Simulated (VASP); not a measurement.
# SrTiO3 (Pm-3m) in VASP: vibrations by perturbation theory with PBEsol

Aim: the vibrations by perturbation theory of SrTiO3 with PBEsol.

All numbers are computed with VASP 6.6.1; they aren't measurements. Logs are shortened: lines on timing, memory, paths and dates and some standing lists are left out, and cuts for length are marked.

## 1. The cell of the first run

It takes space group Pm-3m (No. 221, cubic). The conventional cell has a = 3.891 Å, b = 3.891 Å, c = 3.891 Å, α = 90.00°, β = 90.00°, γ = 90.00°. Sr (site symmetry m-3m) has 12 O at 2.75 Å and 8 Ti at 3.37 Å within 3.6 Å. Ti (site symmetry m-3m) has 6 O at 1.95 Å within 2.6 Å. O (site symmetry 4/mmm) has 2 Ti at 1.95 Å within 2.6 Å.

## 2. Vibrations by perturbation theory, PBEsol

INCAR

```
SYSTEM = SrTiO3
PREC     = Accurate       ! precision mode
ENCUT    = 520            ! plane-wave cutoff, eV
EDIFF    = 1E-8           ! SCF threshold, eV
ISMEAR   = 0              ! smearing method
SIGMA    = 0.01           ! smearing width, eV
LREAL    = .FALSE.        ! projectors in reciprocal space
LASPH    = .TRUE.         ! aspherical terms in the spheres
NELM     = 80             ! most SCF steps
ALGO     = Normal         ! electronic algorithm
ISIF     = 2              ! what is computed and relaxed
LWAVE    = .FALSE.        ! write WAVECAR
LCHARG   = .FALSE.        ! write CHGCAR
GGA      = PS             ! functional
IBRION   = 8              ! ionic algorithm
NSW      = 1              ! ionic steps
LEPSILON = .TRUE.         ! dielectric tensor by DFPT
```

KPOINTS

```
Automatic mesh
0
G
  6 6 6
  0 0 0
```

POSCAR

```
SrTiO3
1.0
    3.8911491812      0.0000000000      0.0000000000
    0.0000000000      3.8911491812      0.0000000000
    0.0000000000      0.0000000000      3.8911491812
Sr Ti O
1 1 3
Direct
    0.0000000000      0.0000000000      0.0000000000
    0.5000000000      0.5000000000      0.5000000000
    0.5000000000      0.0000000000      0.5000000000
    0.5000000000      0.5000000000      0.0000000000
    0.0000000000      0.5000000000      0.5000000000
```

Potentials or basis: VASP PAW PBE potentials, release 64 (Sr_sv, Ti_sv, O).

Command:

```bash
cat potpaw_PBE.64/Sr_sv/POTCAR potpaw_PBE.64/Ti_sv/POTCAR potpaw_PBE.64/O/POTCAR > POTCAR
mpirun -np 1 vasp_std > vasp.out
```

OUTCAR:

```text
SYSTEM = SrTiO3
   PREC = Accurate
   ENCUT = 520
   EDIFF = 1E-8
   ISMEAR = 0
   LREAL = .FALSE.
   LASPH = .TRUE.
   NELM = 80
   ISIF = 2
   GGA = PS
   IBRION = 8
   NSW = 1
   LEPSILON = .TRUE.

 ion  position               nearest neighbor table
   1  0.000  0.000  0.000-   3 2.75   4 2.75   5 2.75   3 2.75   5 2.75   4 2.75   5 2.75   5 2.75
                             3 2.75   4 2.75   3 2.75   4 2.75   2 3.37   2 3.37   2 3.37   2 3.37
   2  0.500  0.500  0.500-   3 1.95   4 1.95   5 1.95   4 1.95   3 1.95   5 1.95   1 3.37   1 3.37
                             1 3.37   1 3.37   1 3.37   1 3.37   1 3.37   1 3.37
   3  0.500  0.000  0.500-   2 1.95   2 1.95   1 2.75   1 2.75   1 2.75   1 2.75
   4  0.500  0.500  0.000-   2 1.95   2 1.95   1 2.75   1 2.75   1 2.75   1 2.75
   5  0.000  0.500  0.500-   2 1.95   2 1.95   1 2.75   1 2.75   1 2.75   1 2.75

  LATTYP: Found a simple cubic cell.
 ALAT       =     3.8911491812

  Lattice vectors:

 A1 = (   3.8911491812,   0.0000000000,   0.0000000000)
 A2 = (   0.0000000000,   3.8911491812,   0.0000000000)
 A3 = (   0.0000000000,   0.0000000000,   3.8911491812)

Analysis of symmetry for initial positions (statically):
=====================================================================
 Subroutine PRICEL returns:
 Original cell was already a primitive cell.

 Routine SETGRP: Setting up the symmetry group for a
 simple cubic supercell.

 Subroutine GETGRP returns: Found 48 space group operations
 (whereof 48 operations were pure point group operations)
 out of a pool of 48 trial point group operations.

The static configuration has the point symmetry O_h .

[... 842 lines left out ...]
  x     0.00000     0.00000     0.00000     0.00000     0.00000     0.00000
  y     0.00000     0.00000     0.00000     0.00000     0.00000     0.00000
  z     0.00000     0.00000     0.00000     0.00000     0.00000     0.00000

 SECOND DERIVATIVES (NOT SYMMETRIZED)
 ------------------------------------
               1X          1Y          1Z          2X          2Y          2Z          3X          3Y          3Z          4X          4Y          4Z          5X          5Y          5Z
  1X    -3.683881   -0.000000   -0.000000    3.008430   -0.000000    0.000000   -0.243097    0.000000   -0.000000   -0.243097    0.000000   -0.000000    1.161645    0.000000   -0.000000
  1Y    -0.000000   -3.683881    0.000000   -0.000000    3.008430   -0.000000   -0.000000    1.161645    0.000000    0.000000   -0.243097    0.000000    0.000000   -0.243097    0.000000
  1Z    -0.000000   -0.000000   -3.683881    0.000000    0.000000    3.008430    0.000000    0.000000   -0.243097    0.000000    0.000000    1.161645    0.000000    0.000000   -0.243097
  2X     3.017681    0.000000    0.000000   -2.222915    0.000000    0.000000   -0.318485    0.000000   -0.000000   -0.318485    0.000000    0.000000   -0.157798   -0.000000   -0.000000
  2Y    -0.000000    3.017681    0.000000    0.000000   -2.222915    0.000000    0.000000   -0.157798   -0.000000   -0.000000   -0.318485    0.000000   -0.000000   -0.318485    0.000000
  2Z     0.000000    0.000000    3.017681    0.000000    0.000000   -2.222915    0.000000    0.000000   -0.318485   -0.000000   -0.000000   -0.157798    0.000000    0.000000   -0.318485
  3X    -0.246438    0.000000    0.000000   -0.373409    0.000000    0.000000   -3.981304    0.000000    0.000000   -0.906147    0.000000    0.000000    5.507299    0.000000    0.000000
  3Y     0.000000    1.187295    0.000000   -0.000000   -0.174081    0.000000    0.000000  -12.023032   -0.000000    0.000000    5.504909    0.000000   -0.000000    5.504909    0.000000
  3Z     0.000000    0.000000   -0.246438    0.000000    0.000000   -0.373409    0.000000    0.000000   -3.981304    0.000000    0.000000    5.507299    0.000000    0.000000   -0.906147
  4X    -0.246438    0.000000    0.000000   -0.373409    0.000000    0.000000   -0.906147    0.000000    0.000000   -3.981304    0.000000    0.000000    5.507299    0.000000    0.000000
  4Y     0.000000   -0.246438    0.000000    0.000000   -0.373409    0.000000    0.000000    5.507299    0.000000    0.000000   -3.981304    0.000000    0.000000   -0.906147    0.000000
  4Z    -0.000000   -0.000000    1.187295   -0.000000   -0.000000   -0.174081    0.000000   -0.000000    5.504909    0.000000    0.000000  -12.023032    0.000000   -0.000000    5.504909
  5X     1.187295    0.000000    0.000000   -0.174081   -0.000000    0.000000    5.504909   -0.000000    0.000000    5.504909    0.000000    0.000000  -12.023032    0.000000   -0.000000
  5Y     0.000000   -0.246438    0.000000    0.000000   -0.373409    0.000000    0.000000    5.507299    0.000000    0.000000   -0.906147    0.000000    0.000000   -3.981304    0.000000
  5Z     0.000000    0.000000   -0.246438    0.000000    0.000000   -0.373409    0.000000    0.000000   -0.906147    0.000000    0.000000    5.507299    0.000000    0.000000   -3.981304

 Eigenvectors and eigenvalues of the dynamical matrix
 ----------------------------------------------------

   1 f  =   16.131520 THz   101.357327 2PiTHz  538.089573 cm-1    66.714574 meV
             X         Y         Z           dx          dy          dz
      0.000000  0.000000  0.000000    -0.004629   -0.030192    0.000000
      1.945575  1.945575  1.945575    -0.000458   -0.002985    0.000000
      1.945575  0.000000  1.945575    -0.057835    0.831588   -0.000000
      1.945575  1.945575  0.000000    -0.057835   -0.377209    0.000000
      0.000000  1.945575  1.945575     0.127502   -0.377209   -0.000000
[... 105 lines left out ...]
  15 f/i=    1.825892 THz    11.472416 2PiTHz   60.905190 cm-1     7.551278 meV
             X         Y         Z           dx          dy          dz
      0.000000  0.000000  0.000000     0.216528   -0.077482   -0.000620
      1.945575  1.945575  1.945575     0.414682   -0.148389   -0.001188
      1.945575  0.000000  1.945575    -0.489292    0.155494    0.001402
      1.945575  1.945575  0.000000    -0.489292    0.175088    0.001245
      0.000000  1.945575  1.945575    -0.434537    0.175088    0.001402

--------------------------------------------------------------------------------------------------------

 MACROSCOPIC STATIC DIELECTRIC TENSOR IONIC CONTRIBUTION
 ------------------------------------------------------
         770.384572     0.000000     0.000000
           0.000000   770.384572    -0.000000
           0.000000    -0.000000   770.384572
 ------------------------------------------------------

 ELASTIC MODULI CONTR FROM IONIC RELAXATION (kBar)
 Direction    XX          YY          ZZ          XY          YZ          ZX
 --------------------------------------------------------------------------------
 XX           0.0000      0.0000      0.0000      0.0000      0.0000      0.0000
 YY           0.0000      0.0000      0.0000      0.0000      0.0000      0.0000
 ZZ           0.0000      0.0000      0.0000      0.0000      0.0000      0.0000
 XY           0.0000      0.0000      0.0000      0.0000      0.0000      0.0000
 YZ           0.0000      0.0000      0.0000      0.0000      0.0000      0.0000
 ZX           0.0000      0.0000      0.0000      0.0000      0.0000      0.0000
 --------------------------------------------------------------------------------

 PIEZOELECTRIC TENSOR IONIC CONTR  for field in x, y, z        (C/m^2)
          XX          YY          ZZ          XY          YZ          ZX
  --------------------------------------------------------------------------------
  x     0.00000     0.00000     0.00000     0.00000     0.00000     0.00000
  y     0.00000     0.00000     0.00000     0.00000     0.00000     0.00000
  z     0.00000     0.00000     0.00000     0.00000     0.00000     0.00000
```

OSZICAR:

```text
N       E                     dE             d eps       ncg     rms          rms(c)
DAV:   1     0.446160879901E+03    0.44616E+03   -0.21639E+04   960   0.187E+03
DAV:   2     0.148626942066E+01   -0.44467E+03   -0.43814E+03  1128   0.498E+02
DAV:   3    -0.494685275293E+02   -0.50955E+02   -0.49319E+02  1424   0.151E+02
[... 490 lines left out ...]
RMM:  17    -0.374744925133E+00   -0.22291E-07   -0.40881E-07  4500   0.964E-05    0.267E-06
RMM:  18    -0.374744939053E+00   -0.13920E-07   -0.24727E-07  4124   0.638E-05    0.676E-06
RMM:  19    -0.374744963203E+00   -0.24150E-07   -0.18237E-07  3985   0.448E-05    0.232E-06
RMM:  20    -0.374744938304E+00    0.24898E-07   -0.13241E-07  3973   0.316E-05    0.686E-06
RMM:  21    -0.374744934116E+00    0.41882E-08   -0.10440E-07  3828   0.219E-05    0.869E-06
RMM:  22    -0.374744940851E+00   -0.67350E-08   -0.49199E-08  3275   0.158E-05    0.918E-06
 Linear response finished
```

It took 29 min on 1 thread of Intel Xeon 8259CL, shared host; peak memory 0.44 GiB.

Results:

| Item | Value |
| --- | --- |
| Electronic dielectric tensor (diagonal) | 6.42 |
| Born charges (mean of the diagonal) | Sr +2.56; Ti +7.40; O -3.32 e |
| Highest phonon frequency at Γ, LO-TO splitting left out | 538 cm⁻¹ |
| Most unstable mode | 61i cm⁻¹ |

Phonon frequencies in cm⁻¹ (negative: imaginary):
```csv
q point,frequencies
"(0.000, 0.000, 0.000)",-61 -61 -61 4 4 4 160 160 160 229 229 229 538 538 538
```

Electronic dielectric tensor:
```
6.42 0.00 0.00
0.00 6.42 0.00
0.00 0.00 6.42
```

Born effective charge tensors (e):
atom 1, Sr
```
2.56 0.00 0.00
0.00 2.56 0.00
0.00 0.00 2.56
```
atom 2, Ti
```
7.40 0.00 0.00
0.00 7.40 0.00
0.00 0.00 7.40
```
atom 3, O
```
-2.05  0.00  0.00
 0.00 -5.86  0.00
 0.00  0.00 -2.05
```
atom 4, O
```
-2.05  0.00  0.00
 0.00 -2.05  0.00
 0.00  0.00 -5.86
```
atom 5, O
```
-5.86  0.00  0.00
 0.00 -2.05  0.00
 0.00  0.00 -2.05
```

Caveat: some modes are imaginary.
